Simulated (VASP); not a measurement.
Write the native input for VASP 6.6.1 that does the following.

- Task: single point
- Functional: r2SCAN
- Potentials or basis: VASP PAW PBE potentials, release 64 (Li_sv, Ca_sv, Sc_sv)
- Cutoff: 520 eV
- k mesh: 6 × 6 × 6
- Occupations: fermi-dirac, width 0.05 eV
- Spin: no spin polarisation
- Dipole correction: no
- Further INCAR settings: ALGO = Normal; EDIFF = 1e-06; NBANDS = 19

Crystal: LiCaSc.

```xyz
3
Lattice="4.1365 0.0000 0.0000 -2.0683 3.5823 0.0000 0.0000 0.0000 3.6024" Properties=species:S:1:pos:R:3 pbc="T T T"
Li    0.0000    0.0000    0.0000
Ca    0.0000    2.3882    1.8012
Sc    2.0683    1.1941    1.8012
```

One way to write it, as run:

POSCAR

```
LiCaSc
1.0
    4.1365393600      0.0000000000      0.0000000000
   -2.0682696800      3.5823481700      0.0000000000
    0.0000000000      0.0000000000      3.6024159400
Li Ca Sc
1 1 1
Direct
    0.0000000000      0.0000000000      0.0000000000
    0.3333333300      0.6666666700      0.5000000000
    0.6666666700      0.3333333300      0.5000000000
```

INCAR.step1

```
SYSTEM = LiCaSc
PREC     = Accurate       ! precision mode
ENCUT    = 520            ! plane-wave cutoff, eV
ISMEAR   = -1             ! smearing method
SIGMA    = 0.05           ! smearing width, eV
LREAL    = .False.        ! projectors in reciprocal space
LASPH    = .True.         ! aspherical terms in the spheres
NELM     = 60             ! most SCF steps
NBANDS   = 19             ! bands
GGA      = PE             ! functional
ALGO     = Normal         ! electronic algorithm
EDIFF    = 1E-4           ! SCF threshold, eV
LWAVE    = .True.         ! write WAVECAR
LCHARG   = .False.        ! write CHGCAR
```

INCAR.step2

```
SYSTEM = LiCaSc
PREC     = Accurate       ! precision mode
ENCUT    = 520            ! plane-wave cutoff, eV
EDIFF    = 1E-6           ! SCF threshold, eV
ISMEAR   = -1             ! smearing method
SIGMA    = 0.05           ! smearing width, eV
LREAL    = .False.        ! projectors in reciprocal space
LASPH    = .True.         ! aspherical terms in the spheres
NELM     = 60             ! most SCF steps
ALGO     = Normal         ! electronic algorithm
ISIF     = 2              ! what is computed and relaxed
LWAVE    = .False.        ! write WAVECAR
LCHARG   = .False.        ! write CHGCAR
METAGGA  = R2SCAN         ! meta-GGA
LMIXTAU  = .True.       
NBANDS   = 19             ! bands
ISTART   = 1
```

KPOINTS

```
Automatic mesh
0
Gamma
  6 6 6
  0 0 0
```

Potentials or basis: VASP PAW PBE potentials, release 64 (Li_sv, Ca_sv, Sc_sv).

The run is started by

```bash
$ cat potpaw_PBE.64/Li_sv/POTCAR potpaw_PBE.64/Ca_sv/POTCAR potpaw_PBE.64/Sc_sv/POTCAR > POTCAR
$ cp INCAR.step1 INCAR
$ mpirun -np 1 vasp_std > vasp.out
$ cp INCAR.step2 INCAR
$ mpirun -np 1 vasp_std > vasp.out
```

It gave:

```json
{"Band gap on the k mesh": "zero (band 12 reaches 5.16 eV, above the bottom of band 13 at 3.78 eV)"}
```

Run time: 2.6 min on 1 thread of Intel(R) Xeon(R) Platinum 8259CL CPU @ 2.50GHz (Skylake/Cascade Lake), with other jobs on the host, peak memory 0.2 GiB.
